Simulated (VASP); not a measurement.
# CsCl (Pm-3m) in VASP: further runs, part 2 of 2

VASP 6.6.1. The steps go on from the part before.

## 3. Single point, PBE

INCAR reads:

```
PREC     = Accurate       # precision mode
ENCUT    = 500            # plane-wave cutoff, eV
EDIFF    = 1E-6           # SCF threshold, eV
ISMEAR   = 0              # smearing method
SIGMA    = 0.01           # smearing width, eV
LREAL    = F              # projectors in reciprocal space
LASPH    = T              # aspherical terms in the spheres
NELM     = 120            # most SCF steps
ALGO     = Normal         # electronic algorithm
ISIF     = 2              # what is computed and relaxed
LWAVE    = F              # write WAVECAR
LCHARG   = F              # write CHGCAR
GGA      = PE             # functional
NBANDS   = 15             # bands
GGA_COMPAT= F
```

KPOINTS reads:

```
regular mesh
0
Gamma
  4 4 4
```

POSCAR reads:

```
CsCl
1.0
    4.1406759133      0.0000000000      0.0000000000
    0.0000000000      4.1406759133      0.0000000000
    0.0000000000      0.0000000000      4.1406759133
Cs Cl
1 1
Direct
    0.0000000000      0.0000000000      0.0000000000
    0.5000000000      0.5000000000      0.5000000000
```

Potentials or basis: VASP PAW PBE potentials, release 64 (Cs_sv, Cl).

On the command line:

```console
cat potpaw_PBE.64/Cs_sv/POTCAR potpaw_PBE.64/Cl/POTCAR > POTCAR
mpirun -np 1 vasp_std > vasp.out
```

Wall time 7.8 s (1 thread of Intel Xeon Platinum 8259CL at 2.50GHz (Skylake/Cascade Lake), shared host); peak memory 0.16 GiB.

The run converged. Its results:

| Quantity | Value |
| --- | --- |
| Free energy | -6.5318 eV |
| Pressure | 0.8 GPa |
| Band gap on the k mesh | 5.20 eV, direct |

Levels at points of the mesh, in eV from the valence-band top:
```tsv
k point	band 4	band 5	band 6	band 7	band 8	band 9	band 10	band 11	band 12	band 13
(0.00, 0.00, 0.00)	-5.90	-5.90	0.00	0.00	0.00	5.20	5.41	5.41	9.98	9.98
(0.50, 0.00, 0.00)	-5.76	-5.76	-1.14	-0.23	-0.23	6.41	7.55	8.80	9.27	9.45
(0.50, 0.50, 0.00)	-6.64	-5.68	-0.42	-0.42	-0.05	5.94	6.01	7.96	7.96	11.84
(0.50, 0.50, 0.50)	-6.41	-6.41	-1.06	-1.06	-1.06	8.44	8.44	8.44	10.45	10.45
```

Caveat: spin-orbit coupling is left out, which moves the levels of the heavy elements.

## 4. Single point, PBE

INCAR reads:

```
SYSTEM = CsCl
ALGO = Normal
EDIFF = 1E-6
ENCUT = 500
GGA = PE
GGA_COMPAT = .False.
ISIF = 2
ISMEAR = 0
LASPH = .True.
LCHARG = .True.
LELF = .True.
LREAL = .False.
LVHAR = .True.
LWAVE = .False.
NBANDS = 15
NELM = 120
PREC = Accurate
SIGMA = 0.01
```

KPOINTS reads:

```
k-points
0
Gamma
  6 6 6
  0 0 0
```

POSCAR is that of step 3.

Potentials or basis: VASP PAW PBE potentials, release 64 (Cs_sv, Cl).

On the command line:

```console
cat potpaw_PBE.64/Cs_sv/POTCAR potpaw_PBE.64/Cl/POTCAR > POTCAR
mpirun -np 1 vasp_std > vasp.out
```

OUTCAR:

```text
SYSTEM = CsCl
   EDIFF = 1E-6
   ENCUT = 500
   GGA = PE
   ISIF = 2
   ISMEAR = 0
   LASPH = .True.
   LREAL = .False.
   NELM = 120
   PREC = Accurate

 ion  position               nearest neighbor table
   1  0.000  0.000  0.000-
   2  0.500  0.500  0.500-

  LATTYP: Found a simple cubic cell.
 ALAT       =     4.1406759133

  Lattice vectors:

 A1 = (   4.1406759133,   0.0000000000,   0.0000000000)
[... 537 lines left out ...]
     15      11.9669      0.00000

------------------------ aborting loop because EDIFF is reached ----------------------------------------

  FORCE on cell =-STRESS in cart. coord.  units (eV):
  Direction    XX          YY          ZZ          XY          YZ          ZX
  --------------------------------------------------------------------------------------
  -------------------------------------------------------------------------------------
  Total        0.3445293      0.3445293      0.3445293     -0.0000000      0.0000000     -0.0000000
  in kB        7.7754046      7.7754046      7.7754046     -0.0000000      0.0000000     -0.0000000
  external PRESSURE =       7.7754046 kB  Pullay stress =       0.0000000 kB

 VOLUME and BASIS-vectors are now :
 -----------------------------------------------------------------------------
  energy-cutoff  :      500.00
  volume of cell :       70.99
      direct lattice vectors                 reciprocal lattice vectors
     4.140675913  0.000000000  0.000000000     0.241506464  0.000000000  0.000000000
     0.000000000  4.140675913  0.000000000     0.000000000  0.241506464  0.000000000
     0.000000000  0.000000000  4.140675913     0.000000000  0.000000000  0.241506464

 POSITION                                       TOTAL-FORCE (eV/Angst)
 -----------------------------------------------------------------------------------
      0.00000      0.00000      0.00000         0.000000      0.000000      0.000000
      2.07034      2.07034      2.07034         0.000000      0.000000      0.000000
 -----------------------------------------------------------------------------------
    total drift:                                0.000000      0.000000      0.000000

  FREE ENERGIE OF THE ION-ELECTRON SYSTEM (eV)
  ---------------------------------------------------
  free  energy   TOTEN  =        -6.5322481884 eV

  energy  without entropy=       -6.5322481884  energy(sigma->0) =       -6.53224819
```

OSZICAR:

```text
N       E                     dE             d eps       ncg     rms          rms(c)
DAV:   1     0.890138079833E+02    0.89014E+02   -0.66446E+03   600   0.891E+02
DAV:   2    -0.162906230324E+00   -0.89177E+02   -0.81455E+02   892   0.160E+02
DAV:   3    -0.689017923629E+01   -0.67273E+01   -0.66946E+01   796   0.467E+01
DAV:   4    -0.695082121219E+01   -0.60642E-01   -0.60632E-01   733   0.551E+00
DAV:   5    -0.695154483907E+01   -0.72363E-03   -0.72359E-03   817   0.613E-01    0.233E+00
DAV:   6    -0.657630644068E+01    0.37524E+00   -0.42573E-01   761   0.368E+00    0.167E+00
DAV:   7    -0.653135001408E+01    0.44956E-01   -0.14642E-01   754   0.204E+00    0.111E+00
DAV:   8    -0.653236008205E+01   -0.10101E-02   -0.18286E-02   754   0.847E-01    0.215E-01
DAV:   9    -0.653201180190E+01    0.34828E-03   -0.24610E-03   747   0.266E-01    0.103E-01
DAV:  10    -0.653223916902E+01   -0.22737E-03   -0.34381E-04   684   0.131E-01    0.130E-02
DAV:  11    -0.653224822930E+01   -0.90603E-05   -0.19618E-05   761   0.302E-02    0.136E-02
DAV:  12    -0.653224818838E+01    0.40926E-07   -0.90676E-06   705   0.179E-02
   1 F= -.65322482E+01 E0= -.65322482E+01  d E =-.425555E-17
```

It took 14 s on 1 thread of Intel Xeon Platinum 8259CL at 2.50GHz (Skylake/Cascade Lake), shared host; peak memory 0.17 GiB.

Results:

```
Free energy            : -6.5322 eV
Pressure               : 0.8 GPa
Band gap on the k mesh : 5.20 eV, direct
```

Caveat: spin-orbit coupling is left out, which moves the levels of the heavy elements.
